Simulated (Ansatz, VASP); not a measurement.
## Re2Au in VASP and in Ansatz

```
Re Au
1.0
    -1.64370    1.64370    4.44495
     1.64370   -1.64370    4.44495
     1.64370    1.64370   -4.44495
Re Au
2 1
Direct
  0.68154 0.68154 0.00000
  0.31846 0.31846 0.00000
  0.00000 0.00000 0.00000
```

Alike in both runs: functional PBE; k mesh 20 × 20 × 20; occupations gaussian, width 0.1 eV; no spin polarisation.

Ansatz relaxed the structure, and its values are those at the end. VASP's run is a single point on that final structure, the one shown.

|  | VASP | Ansatz |
| --- | --- | --- |
| version | VASP 6.6.1 | Ansatz 0.2.0 |
| potentials or method | VASP PAW PBE potentials, release 64 (Re, Au), cutoff 520 eV | scalar-relativistic, plane waves, PAW |
| valence electrons in the cell | 25 | 49 |

```tsv
	VASP	Ansatz	Ansatz less VASP
gap on the k mesh at the Fermi level (eV)	none	none	-
pressure (GPa)	-0.7	0.0	+0.73
rms of the force components (eV/Å)	0.041	0.001	-0.0406
```

A gap of «none» marks a metal or a gap that the smearing closes. VASP's potentials hold 25 valence electrons a cell and Ansatz's 49, so a difference there can come from the potentials and not from the codes.

Spin-orbit coupling is off throughout.
